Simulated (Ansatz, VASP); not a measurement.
ZnSe: VASP beside Ansatz

Contents of INCAR:

```
SYSTEM = ZnSe
PREC = Accurate ; ENCUT = 520
EDIFF = 1E-6 ; ISMEAR = 0
SIGMA = 0.05 ; LREAL = .False.
LASPH = .True. ; NELM = 80
ALGO = Normal ; ISIF = 2
LWAVE = .False. ; LCHARG = .False.
GGA = PS ; NBANDS = 26
```

The input KPOINTS:

```
Automatic mesh
0
Gamma
  8 8 6
  0 0 0
```

The input POSCAR:

```
ZnSe
1.0
    4.2058644041      0.0000000000      0.0000000000
    0.0000000000      4.2058644041      0.0000000000
    0.0000000000      0.0000000000      5.7754702926
Zn Se
2 2
Direct
    0.0000000000      0.0000000000      0.0000000000
    0.5000000000      0.5000000000      0.0000000000
    0.0000000000      0.5000000000      0.2319924411
    0.5000000000      0.0000000000      0.7680075589
```

Input for Ansatz:

```yaml
crystal:
  lattice:
    - [4.2058644041, 0.0, 0.0]
    - [0.0, 4.2058644041, 0.0]
    - [0.0, 0.0, 5.7754702926]
  atoms:
    - { symbol: Zn, position: [0.0, 0.0, 0.0] }
    - { symbol: Zn, position: [0.5, 0.5, 0.0] }
    - { symbol: Se, position: [0.0, 0.5, 0.2319924411] }
    - { symbol: Se, position: [0.5, 0.0, 0.7680075589] }
basis:
  ecutwfc: 520.0
kpoints:
  mp_grid: { grid: [8, 8, 6] }
hamiltonian:
  xc: pbesol
  pseudopotentials: { kind: paw, azcp: { folder: soft_1 } }
scf:
  occupations: { method: gaussian, width: 0.05 }
output:
  forces: true
  stress: true
  eigenvalues: true
  write_density: true
  write_potential: true
  elf: true
  volumetric_format: npy
```

Alike in both runs: task single point; functional PBEsol; k mesh 8 × 8 × 6; occupations gaussian, width 0.05 eV; no spin polarisation.

|  | VASP | Ansatz |
| --- | --- | --- |
| version | VASP 6.6.1 | Ansatz 0.2.0 |
| potentials or method | VASP PAW PBE potentials, release 64 (Zn, Se), cutoff 520 eV | scalar-relativistic, plane waves, PAW |
| valence electrons in the cell | 36 | 56 |

Ansatz gave:

| Item | Value |
| --- | --- |
| gap on the k mesh at the Fermi level (eV) | 1.11 |
| least direct gap on the mesh (eV) | 1.11 |
| pressure (GPa) | -0.5 |
| traceless stress, the component that is largest in VASP (GPa) | 2.06 |
| rms of the force components (eV/Å) | 0.209 |

**Question.** Estimate VASP's values.

**Answer.** gap on the k mesh at the Fermi level (eV): 1.10; least direct gap on the mesh (eV): 1.10; pressure (GPa): -0.3; traceless stress, the component that is largest in VASP (GPa): 2.03; rms of the force components (eV/Å): 0.229.

VASP's potentials were made for PBE, not for PBEsol, and Ansatz warns of the same on its side. Atom by atom the forces differ by 0.021 eV/Å (rms over components). VASP's potentials hold 36 valence electrons a cell and Ansatz's 56, so a difference there can come from the potentials and not from the codes.
